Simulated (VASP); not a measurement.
A run of VASP 6.6.1:

The input POSCAR:

```
Al
1.0
    0.0000000000      2.0073872277      2.0073872277
    2.0073872277      0.0000000000      2.0073872277
    2.0073872277      2.0073872277      0.0000000000
Al
1
Direct
    0.0000000000      0.0000000000      0.0000000000
```

Contents of INCAR.step1:

```
SYSTEM = Al
  PREC = Accurate
  ENCUT = 520
  EDIFF = 1E-7
  ISMEAR = 0
  SIGMA = 0.05
  LREAL = .False.
  LASPH = .True.
  NELM = 100
  ALGO = Normal
  ISIF = 2
  LWAVE = .False.
  LCHARG = .True.
  GGA = PS
  NBANDS = 8
```

The input KPOINTS.step1:

```
regular mesh
0
Gamma
  18 18 18
  0 0 0
```

Contents of INCAR.step2:

```
SYSTEM = Al
  PREC = Accurate
  ENCUT = 520
  EDIFF = 1E-7
  ISMEAR = -5
  SIGMA = 0.05
  LREAL = .False.
  LASPH = .True.
  NELM = 100
  ALGO = Normal
  ISIF = 2
  LWAVE = .False.
  LCHARG = .False.
  GGA = PS
  LORBIT = 10
  NEDOS = 2001
  ICHARG = 11
```

Contents of KPOINTS.step2:

```
regular mesh
0
Gamma
  27 27 27
  0 0 0
```

Potentials or basis: VASP PAW PBE potentials, release 64 (Al).

Launch:

```bash
$ cat potpaw_PBE.64/Al/POTCAR > POTCAR
$ cp INCAR.step1 INCAR
$ cp KPOINTS.step1 KPOINTS
$ mpirun -np 1 vasp_std > vasp.out
$ cp INCAR.step2 INCAR
$ cp KPOINTS.step2 KPOINTS
$ mpirun -np 1 vasp_std > vasp.out
```

Hardware: 1 thread of Intel Xeon 8259CL (shared host).

Question: How long does it take, and how much memory?

Answer: It took 30 s on 1 thread of Intel Xeon 8259CL, with other jobs on the host, peak memory 0.16 GiB. Counts: k points 560.
